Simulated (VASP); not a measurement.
# Fe: single point with PBE

Fe:

```xyz
2
Lattice="2.4342 0.0000 0.0000 -1.2171 2.1080 0.0000 0.0000 0.0000 3.8419" Properties=species:S:1:pos:R:3 pbc="T T T"
Fe    1.2171    0.7027    2.8815
Fe    0.0000    1.4054    0.9605
```

This isn't the form of Fe at room conditions, which is bcc.

* Program: VASP 6.6.1
* Task: single point
* Functional: PBE
* Potentials or basis: VASP PAW PBE potentials, release 64 (Fe_sv)
* Cutoff: 690 eV
* k mesh: 9 × 9 × 5
* Occupations: fermi-dirac, width 0.05 eV
* Spin: collinear spin, ferromagnetic start
* Starting moments: [3.0, 3.0] μB
* Dipole correction: no
* Further INCAR settings: ALGO = Normal; EDIFF = 1e-06; NBANDS = 27

The pressure is 8.4 GPa and the band gap on the k mesh is zero (filled and empty bands overlap). The net moment is 0.00 μB per cell and the valence electrons inside the program's atomic spheres are Fe 13.83.

Stress tensor (GPa, compression positive):
```
7.80 0.00 0.00
0.00 7.80 0.00
0.00 0.00 9.65
```

Levels at points of the mesh, in eV from the Fermi level:
Spin up:
| k point | band 12 | band 13 | band 14 | band 15 | band 16 | band 17 | band 18 | band 19 | band 20 | band 21 |
| --- | --- | --- | --- | --- | --- | --- | --- | --- | --- | --- |
| (0.00, 0.00, 0.00) | -1.80 | -1.64 | -1.30 | -1.30 | -0.94 | -0.94 | 0.41 | 0.71 | 0.71 | 9.06 |
Spin down:
| k point | band 13 | band 14 | band 15 | band 16 | band 17 | band 18 | band 19 | band 20 |
| --- | --- | --- | --- | --- | --- | --- | --- | --- |
| (0.00, 0.00, 0.00) | -1.64 | -1.31 | -1.31 | -0.94 | -0.94 | 0.41 | 0.71 | 0.71 |

Wall time 40 s on 1 thread of AMD EPYC 9R45 96-Core Processor (Zen 5), with other jobs on the host, peak memory 0.16 GiB.

Caveat: the cell stands under pressure; the moments typed at the start vanished in this run.
